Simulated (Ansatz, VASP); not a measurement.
# BAs: VASP beside Ansatz

```xyz
2
Lattice="0.0000 2.3839 2.3839 2.3839 0.0000 2.3839 2.3839 2.3839 0.0000" Properties=species:S:1:pos:R:3 pbc="T T T"
B     0.0000    0.0000    0.0000
As    3.5759    3.5759    3.5759
```

Alike in both runs: functional PBEsol; k mesh 10 × 10 × 10; occupations gaussian, width 0.02 eV; no spin polarisation.

Ansatz relaxed the structure, and its values are those at the end. VASP's run is a single point on that final structure, the one shown.

|  | VASP | Ansatz |
| --- | --- | --- |
| version | VASP 6.6.1 | Ansatz 0.2.0 |
| potentials or method | VASP PAW PBE potentials, release 64 (B, As), cutoff 500 eV | scalar-relativistic, plane waves, PAW |
| valence electrons in the cell | 8 | 18 |

```csv
,VASP,Ansatz,Ansatz less VASP
gap on the k mesh at the Fermi level (eV),1.07,1.08,+0.009
least direct gap on the mesh (eV),3.25,3.25,+0.004
pressure (GPa),0.9,0.0,-0.88
```

VASP's potentials were made for PBE, not for PBEsol. VASP's potentials hold 8 valence electrons a cell and Ansatz's 18, so a difference there can come from the potentials and not from the codes.
